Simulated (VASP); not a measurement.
Write the native input for VASP 6.6.1 that does the following.

```
Task                   : single point
Functional             : LDA
Potentials or basis    : VASP PAW LDA potentials, release 64 (O)
Cutoff                 : 520 eV
k mesh                 : 8 × 6 × 10
Occupations            : gaussian, width 0.01 eV
Spin                   : no spin polarisation
Dipole correction      : no
Further INCAR settings : ALGO = Normal; EDIFF = 1e-06; NBANDS = 20
```

The structure of O lies in POSCAR:

```
O
1.0
    4.0422275034      0.0000000000     -0.0510976291
    0.0000000000      4.0261597155      0.0000000000
   -1.0645667235      0.0000000000      2.7914532645
O
4
Direct
    0.3398637733      0.6842021034      0.6702381013
    0.6601362267      0.6842021034      0.8297618987
    0.6601362267      0.3157978966      0.3297618987
    0.3398637733      0.3157978966      0.1702381013
```

The input as run:

INCAR

```
PREC = Accurate
ENCUT = 520
EDIFF = 1E-6
ISMEAR = 0
SIGMA = 0.01
LREAL = F
LASPH = T
NELM = 60
ALGO = Normal
ISIF = 2
LWAVE = F
LCHARG = T
LELF = T
LVHAR = T
NBANDS = 20
```

KPOINTS

```
regular mesh
0
Gamma
  8 6 10
```

Potentials or basis: VASP PAW LDA potentials, release 64 (O).

Launch:

```console
$ cat potpaw_LDA.64/O/POTCAR > POTCAR
$ mpirun -np 1 vasp_std > vasp.out
```

Results of the run:

The pressure is 1.0 GPa. The largest force is 1.277 eV/Å and the band gap on the k mesh is 0.87 eV, indirect (least direct gap 0.92 eV).

Caveat: the standard files for N, O and F lose accuracy on very short bonds; spin is off for a triplet molecule; forces of over 1 eV/Å act on the atoms, so gaps and moduli don't describe the material at rest.

Run time: 2.3 min on 1 thread of Oxide Virtual Turin-like Processor, on a shared host, peak memory 0.17 GiB.
